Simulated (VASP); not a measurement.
Write the native input for VASP 6.6.1 that does the following.

```yaml
Task: single point
Functional: PBE
Potentials_or_basis: VASP PAW PBE potentials, release 64 (Si, O)
Cutoff: 520 eV
k_mesh: 4 × 4 × 3
Occupations: fermi-dirac, width 0.02 eV
Spin: no spin polarisation
Dipole_correction: no
Further_INCAR_settings: ALGO = Normal; EDIFF = 1e-06; NBANDS = 44
```

The structure of SiO2 lies in POSCAR:

```
SiO2
1.0
    4.9960000000      0.0000000000      0.0000000000
    0.0000000000      4.9960000000      0.0000000000
    0.0000000000      0.0000000000      7.0160000000
Si O
4 8
Direct
    0.3019817275      0.3019817275      0.0000000000
    0.1980182725      0.8019817275      0.2500000000
    0.6980182725      0.6980182725      0.5000000000
    0.8019817275      0.1980182725      0.7500000000
    0.2380254823      0.1100316042      0.1815211947
    0.3899683958      0.7380254823      0.4315211947
    0.7619745177      0.8899683958      0.6815211947
    0.6100316042      0.2619745177      0.9315211947
    0.7380254823      0.3899683958      0.5684788053
    0.8899683958      0.7619745177      0.3184788053
    0.2619745177      0.6100316042      0.0684788053
    0.1100316042      0.2380254823      0.8184788053
```

These files were run (other wordings do the same):

INCAR

```
ALGO = Normal ; EDIFF = 1E-6
ENCUT = 520 ; GGA = PE
ISIF = 2 ; ISMEAR = -1
LASPH = True ; LCHARG = False
LREAL = False ; LWAVE = False
NBANDS = 44 ; NELM = 80
PREC = Accurate ; SIGMA = 0.02
```

KPOINTS

```
k-points
0
Gamma
  4 4 3
```

Potentials or basis: VASP PAW PBE potentials, release 64 (Si, O).

Launch:

```console
$ cat potpaw_PBE.64/Si/POTCAR potpaw_PBE.64/O/POTCAR > POTCAR
$ mpirun -np 1 vasp_std > vasp.out
```

It gave:

The pressure is 0.9 GPa and the largest force is 0.022 eV/Å. The band gap on the k mesh is 5.60 eV.

It took 63 s on 1 thread of Intel(R) Xeon(R) 6975P-C (Granite Rapids) (shared host), peak memory 0.29 GiB.
